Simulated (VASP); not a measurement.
# Sc3I2 (R-3c) in VASP: a series of runs, part 2 of 2

VASP 6.6.1. Earlier steps stand in the parts before.

### Step 4. Relaxation of cell and atoms, PBE

This run uses another cell than the first one, of 29.10 Å³/atom.

INCAR reads:

```
SYSTEM = Sc3I2
PREC = Accurate ; ENCUT = 600
EDIFF = 1E-6 ; ISMEAR = 0
SIGMA = 0.1 ; LREAL = .False.
LASPH = .True. ; NELM = 100
ALGO = Normal ; ISIF = 3
LWAVE = .False. ; LCHARG = .False.
GGA = PE ; IBRION = 2
NSW = 90 ; EDIFFG = -0.04
```

KPOINTS reads:

```
Automatic mesh
0
Gamma
  3 3 3
  0 0 0
```

POSCAR reads:

```
Sc3I2
1.0
    3.5870709741      2.0709963925      6.5290078454
   -3.5870709741      2.0709963925      6.5290078454
    0.0000000000     -4.1419927851      6.5290078454
Sc I
6 4
Direct
    0.0562500000      0.4437500000      0.7500000000
    0.7500000000      0.0562500000      0.4437500000
    0.4437500000      0.7500000000      0.0562500000
    0.9437500000      0.5562500000      0.2500000000
    0.2500000000      0.9437500000      0.5562500000
    0.5562500000      0.2500000000      0.9437500000
    0.8521800000      0.8521800000      0.8521800000
    0.6478200000      0.6478200000      0.6478200000
    0.1478200000      0.1478200000      0.1478200000
    0.3521800000      0.3521800000      0.3521800000
```

Potentials or basis: VASP PAW PBE potentials, release 64 (Sc_sv, I).

The run is started by

```console
$ cat potpaw_PBE.64/Sc_sv/POTCAR potpaw_PBE.64/I/POTCAR > POTCAR
$ mpirun -np 1 vasp_std > vasp.out
```

OUTCAR:

```text
SYSTEM = Sc3I2
   PREC = Accurate
   ENCUT = 600
   EDIFF = 1E-6
   ISMEAR = 0
   LREAL = .False.
   LASPH = .True.
   NELM = 100
   ISIF = 3
   GGA = PE
   IBRION = 2
   NSW = 90
   EDIFFG = -0.04

 ion  position               nearest neighbor table
   1  0.056  0.444  0.750-   9 2.80  10 2.80   7 2.97   8 2.97
   2  0.750  0.056  0.444-  10 2.80   9 2.80   8 2.97   7 2.97
   3  0.444  0.750  0.056-   9 2.80  10 2.80   7 2.97   8 2.97
   4  0.944  0.556  0.250-   7 2.80   8 2.80   9 2.97  10 2.97
   5  0.250  0.944  0.556-   8 2.80   7 2.80  10 2.97   9 2.97
   6  0.556  0.250  0.944-   7 2.80   8 2.80   9 2.97  10 2.97
   7  0.852  0.852  0.852-   6 2.80   5 2.80   4 2.80   1 2.97   3 2.97   2 2.97
   8  0.648  0.648  0.648-   5 2.80   6 2.80   4 2.80   1 2.97   2 2.97   3 2.97
   9  0.148  0.148  0.148-   3 2.80   2 2.80   1 2.80   4 2.97   6 2.97   5 2.97
  10  0.352  0.352  0.352-   2 2.80   3 2.80   1 2.80   4 2.97   5 2.97   6 2.97

  LATTYP: Found a trigonal (rhomboedric) cell.
 ALAT       =     7.7320144643
 COS(alpha) =     0.5695481095
[... 190 lines left out ...]
  Total       -0.6111080     -0.6111080     -3.7899518     -0.0000000      0.0000000      0.0000000
  in kB       -3.3644248     -3.3644248    -20.8653905     -0.0000000      0.0000000      0.0000000
  external PRESSURE =      -9.1980800 kB  Pullay stress =       0.0000000 kB
[... 251 lines left out ...]
--------------------------------------- Ionic step        7  -------------------------------------------

 number of electron      94.0000003 magnetization

 Free energy of the ion-electron system (eV)
  ---------------------------------------------------
  ext. energy  EPLUGINS =         0.00000000
  ---------------------------------------------------
  free energy    TOTEN  =       -43.88943132 eV

  energy without entropy =      -43.81774794  energy(sigma->0) =      -43.85358963

 E-fermi :   5.9891     XC(G=0):  -9.4258

 val. band max:        5.9579414503   @ k =  -0.3333   0.3333   0.0000
 cond. band min:       6.0227691361   @ k =   0.0000   0.0000   0.0000
 fundamental gap:      0.0648276859
 Fermi energy:         5.9890748950

 k-point     1 :       0.0000    0.0000    0.0000
  band No.  band energies     occupation
      1     -44.2812      2.00000
      2     -44.2761      2.00000
      3     -44.2761      2.00000
      4     -44.2759      2.00000
      5     -44.2745      2.00000
      6     -44.2745      2.00000
[... 380 lines left out ...]
  FREE ENERGIE OF THE ION-ELECTRON SYSTEM (eV)
  ---------------------------------------------------
  free  energy   TOTEN  =       -43.8894313249 eV

  energy  without entropy=      -43.8177479364  energy(sigma->0) =      -43.85358963

 reached required accuracy - stopping structural energy minimisation
```

OSZICAR:

```text
N       E                     dE             d eps       ncg     rms          rms(c)
DAV:   1     0.191815758492E+04    0.19182E+04   -0.41978E+04   672   0.179E+03
DAV:   2     0.205270562547E+03   -0.17129E+04   -0.16924E+04   976   0.722E+02
DAV:   3    -0.270445784682E+02   -0.23232E+03   -0.22560E+03  1136   0.326E+02
DAV:   4    -0.463148945014E+02   -0.19270E+02   -0.18649E+02  1104   0.770E+01
[... 59 lines left out ...]
DAV:   3    -0.438895816172E+02    0.53105E-02   -0.12936E-02  1104   0.101E+00    0.133E-01
DAV:   4    -0.438894362714E+02    0.14535E-03   -0.12984E-03  1120   0.257E-01    0.589E-02
DAV:   5    -0.438894324243E+02    0.38470E-05   -0.88209E-05  1096   0.702E-02    0.344E-02
DAV:   6    -0.438894318635E+02    0.56084E-06   -0.13797E-05   896   0.310E-02    0.517E-03
DAV:   7    -0.438894313249E+02    0.53861E-06   -0.19258E-06   600   0.139E-02
   7 F= -.43889431E+02 E0= -.43853590E+02  d E =-.522397E-02
```

Run time: 9.4 min. Hardware: 1 thread of Intel Xeon 6975P-C (Granite Rapids), shared host; peak memory 0.65 GiB.

What came out:

```yaml
Free_energy: -43.8894 eV
Relaxed_volume: 28.46 Å³/atom
Relaxed_cell: a = 7.560 Å, b = 7.560 Å, c = 7.560 Å, α = 57.04°, β = 57.04°, γ = 57.04°
Space_group_after_relaxing_to_0.1_Å: R-3c (No. 167)
Energy_gained_by_relaxing: 14.0 meV/atom
Ionic_steps: 7
Pressure_after_relaxing: 0.0 GPa
Largest_force_after_relaxing: 0.024 eV/Å
Band_gap_on_the_k_mesh: zero (bands 47 and 48 overlap by 0.08 eV)
```

Forces in eV/Å, atoms in the order of the input:
```
Sc   0.024  0.000  0.000
Sc  -0.012  0.021  0.000
Sc  -0.012 -0.021  0.000
Sc  -0.024  0.000  0.000
Sc   0.012 -0.021  0.000
Sc   0.012  0.021  0.000
I    0.000  0.000  0.002
I    0.000  0.000 -0.002
I    0.000  0.000 -0.002
I    0.000  0.000  0.002
```

Stress tensor (GPa, compression positive):
```
 0.01  0.00  0.00
 0.00  0.01  0.00
 0.00  0.00 -0.16
```

The path:
| step | energy change (eV) | largest force (eV/Å) | pressure (GPa) | volume (Å³) |
| --- | --- | --- | --- | --- |
| 1 | 0.0000 | 0.5839 | -0.92 | 291.02 |
| 2 | -0.1135 | 0.2598 | 0.07 | 284.01 |
| 3 | -0.1246 | 0.1021 | 0.56 | 281.21 |
| 4 | -0.1351 | 0.0508 | -0.03 | 284.66 |
| 5 | -0.1351 | 0.0522 | -0.03 | 284.71 |
| 6 | -0.1367 | 0.0445 | -0.03 | 284.68 |
| 7 | -0.1404 | 0.0242 | -0.04 | 284.60 |

Final structure:
```
Sc I
1.0
     3.60920    2.08377    6.30709
    -3.60920    2.08377    6.30709
     0.00000   -4.16755    6.30709
Sc I
6 4
Direct
  0.05430 0.44570 0.75000
  0.75000 0.05430 0.44570
  0.44570 0.75000 0.05430
  0.94570 0.55430 0.25000
  0.25000 0.94570 0.55430
  0.55430 0.25000 0.94570
  0.84972 0.84972 0.84972
  0.65028 0.65028 0.65028
  0.15028 0.15028 0.15028
  0.34972 0.34972 0.34972
```

Caveat: spin-orbit coupling is left out, which moves the levels of the heavy elements.

### Step 5. Single point, PBE

INCAR reads:

```
SYSTEM = Sc3I2
PREC = Accurate
ENCUT = 520
EDIFF = 1E-6
ISMEAR = 0
SIGMA = 0.1
LREAL = .FALSE.
LASPH = .TRUE.
NELM = 80
ALGO = Normal
ISIF = 2
LWAVE = .FALSE.
LCHARG = .TRUE.
GGA = PE
LELF = .TRUE.
LVHAR = .TRUE.
NBANDS = 58
```

KPOINTS reads:

```
Automatic mesh
0
G
  6 6 6
  0 0 0
```

POSCAR reads:

```
Sc3I2
1.0
    3.5961078437      2.0762138316      6.3300559590
   -3.5961078437      2.0762138316      6.3300559590
    0.0000000000     -4.1524276632      6.3300559590
Sc I
6 4
Direct
    0.5610073115      0.9389926885      0.2500000000
    0.2500000000      0.5610073115      0.9389926885
    0.9389926885      0.2500000000      0.5610073115
    0.4389926885      0.0610073115      0.7500000000
    0.7500000000      0.4389926885      0.0610073115
    0.0610073115      0.7500000000      0.4389926885
    0.3473471156      0.3473471156      0.3473471156
    0.1526528844      0.1526528844      0.1526528844
    0.6526528844      0.6526528844      0.6526528844
    0.8473471156      0.8473471156      0.8473471156
```

The run is started by

```console
$ cat potpaw_PBE.64/Sc_sv/POTCAR potpaw_PBE.64/I/POTCAR > POTCAR
$ mpirun -np 1 vasp_std > vasp.out
```

Wall time 7.8 min (1 thread of Intel Xeon 6975P-C (Granite Rapids), shared host); peak memory 0.68 GiB.

Results (log left out):

```yaml
Free_energy: -43.9229 eV
Pressure: 0.1 GPa
Largest_force: 0.009 eV/Å
Band_gap_on_the_k_mesh: zero (bands 47 and 48 overlap by 0.48 eV)
```

Forces on the atoms (eV/Å):
```
Sc   0.001  0.000  0.000
Sc   0.000  0.001  0.000
Sc   0.000 -0.001  0.000
Sc  -0.001  0.000  0.000
Sc   0.000 -0.001  0.000
Sc   0.000  0.001  0.000
I    0.000  0.000  0.009
I    0.000  0.000 -0.009
I    0.000  0.000 -0.009
I    0.000  0.000  0.009
```

Levels at points of the mesh, in eV from the Fermi level:
```
           k point  band 45  band 46  band 47  band 48  band 49  band 50
(0.00, 0.00, 0.00)    -0.30    -0.28    -0.28     0.04     0.04     0.05
(0.50, 0.00, 0.00)    -0.33    -0.33     0.00     0.00     0.43     0.43
(0.50, 0.50, 0.00)    -0.65    -0.52    -0.14     0.14     0.28     0.44
(0.50, 0.50, 0.50)    -0.75    -0.75     0.40     0.40     0.40     0.40
```

Caveat: spin-orbit coupling is left out, which moves the levels of the heavy elements.

### Step 6. Summary

```tsv
task	cell	k mesh	cutoff (eV)	gap on the mesh (eV)	pressure (GPa)	largest force (eV/Å)
single point	a = 7.592 Å, angles 56.4°, 10 atoms, atomic positions A	3 × 3 × 3	520	none	0.0	0.01
single point	a = 7.732 Å, angles 55.3°, 10 atoms, atomic positions B	3 × 3 × 3	520	none	-0.9	0.58
relaxation of cell and atoms	relaxed from a = 7.732 Å, angles 55.3°, 10 atoms, atomic positions B	3 × 3 × 3	600	none	0.0	0.02
single point	a = 7.570 Å, angles 56.7°, 10 atoms, atomic positions A	6 × 6 × 6	520	none	0.1	0.01
```

Alike in all rows: level PBE; potentials or basis VASP PAW PBE potentials, release 64 (Sc_sv, I); no spin polarisation; smearing gaussian 0.1 eV.

Caveats: spin-orbit coupling is left out, which moves the levels of the heavy elements.

Absolute energies hang on the potentials; compare differences alone.
